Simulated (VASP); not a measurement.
A run of VASP 6.6.1:

INCAR

```
SYSTEM = O
  ALGO = Normal
  EDIFF = 1E-7
  ENCUT = 520
  GGA = CA
  ISIF = 2
  ISMEAR = 0
  LASPH = .TRUE.
  LCHARG = .TRUE.
  LELF = .TRUE.
  LREAL = .FALSE.
  LVHAR = .TRUE.
  LWAVE = .FALSE.
  NBANDS = 13
  NELM = 80
  PREC = Accurate
  SIGMA = 0.15
```

The input KPOINTS:

```
k-points
0
G
  20 20 20
  0 0 0
```

POSCAR

```
O
1.0
    0.0000000000      1.6445112404      3.7425218819
    1.6338947230      0.0000000000      3.7425218819
    1.6338947230      1.6445112404      0.0000000000
O
2
Direct
    0.0808467867      0.0808467867      0.9191532133
    0.9191532133      0.9191532133      0.0808467867
```

Potentials or basis: VASP PAW LDA potentials, release 64 (O).

The run is started by

```console
$ cat potpaw_LDA.64/O/POTCAR > POTCAR
$ mpirun -np 1 vasp_std > vasp.out
```

Hardware: 1 thread of Intel Xeon 8259CL, with other jobs on the host.

Q: How long does it take, and how much memory?

A: Run time: 6.4 min on 1 thread of Intel Xeon 8259CL, on a shared host, peak memory 0.32 GiB. Counts: scf iterations 13, k points 1166.
